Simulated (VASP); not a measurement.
Input of a VASP 6.6.1 run:

The input INCAR:

```
SYSTEM = SiC
PREC = Accurate ; ENCUT = 520
EDIFF = 1E-6 ; ISMEAR = 0
SIGMA = 0.05 ; LREAL = .FALSE.
LASPH = .TRUE. ; NELM = 60
ALGO = Normal ; ISIF = 2
LWAVE = .FALSE. ; LCHARG = .FALSE.
GGA = PE ; NBANDS = 16
```

The input KPOINTS:

```
Automatic mesh
0
G
  12 12 6
  0 0 0
```

File POSCAR:

```
SiC
1.0
    3.0759982064      0.0461399731      0.0000000000
   -1.4980407144      2.6408226022      0.0000000000
    0.0000000000      0.0000000000      5.0480000000
Si C
2 2
Direct
    0.3333333333      0.6666666667      0.0000000000
    0.6666666667      0.3333333333      0.5000000000
    0.3333333333      0.6666666667      0.3850000000
    0.6666666667      0.3333333333      0.8850000000
```

Potentials or basis: VASP PAW PBE potentials, release 64 (Si, C).

The run is started by

```bash
$ cat potpaw_PBE.64/Si/POTCAR potpaw_PBE.64/C/POTCAR > POTCAR
$ mpirun -np 1 vasp_std > vasp.out
```

**Question.** Estimate the pressure.

**Answer.** 3.8 GPa.

**Question.** Estimate the largest force.

**Answer.** 0.835 eV/Å.

**Question.** Estimate the band gap on the k mesh.

**Answer.** 2.27 eV, indirect (least direct gap 3.93 eV).

Forces in eV/Å, atoms in the order of the input:
```
Si  -0.279  0.019  0.765
Si   0.279 -0.019  0.765
C   -0.334  0.019 -0.765
C    0.334 -0.019 -0.765
```

Caveat: the cell differs from its parent crystal (strain +0.0300 x Voigt [0, 0, 0, 0, 0, 1]). A k mesh can miss the band edges.
